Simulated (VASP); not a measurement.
Here is a VASP 6.6.1 calculation.

INCAR

```
PREC = Accurate
ENCUT = 520
EDIFF = 1E-7
ISMEAR = 0
SIGMA = 0.1
LREAL = False
LASPH = True
NELM = 60
ALGO = Fast
ISIF = 2
LWAVE = False
LCHARG = False
GGA = PS
NBANDS = 22
```

Contents of KPOINTS:

```
regular mesh
0
Gamma
  14 14 10
```

Contents of POSCAR:

```
ScAl
1.0
    1.7319852144     -5.6354100337      0.0000000000
    1.7319852144      5.6354100337      0.0000000000
    0.0000000000      0.0000000000      4.4299387406
Sc Al
2 2
Direct
    0.8404631015      0.1595368985      0.2500000000
    0.1595368985      0.8404631015      0.7500000000
    0.5709444605      0.4290555395      0.2500000000
    0.4290555395      0.5709444605      0.7500000000
```

Potentials or basis: VASP PAW PBE potentials, release 64 (Sc_sv, Al).

Launch:

```console
$ cat potpaw_PBE.64/Sc_sv/POTCAR potpaw_PBE.64/Al/POTCAR > POTCAR
$ mpirun -np 1 vasp_std > vasp.out
```

Question: Predict the pressure.

Answer: -6.0 GPa.

Question: What does it give for the band gap on the k mesh?

Answer: Zero (bands 14 and 15 overlap by 1.52 eV).

Caveat: the cell stands under tension; the PAW data sets were made with another functional, which shifts forces and pressure a little.
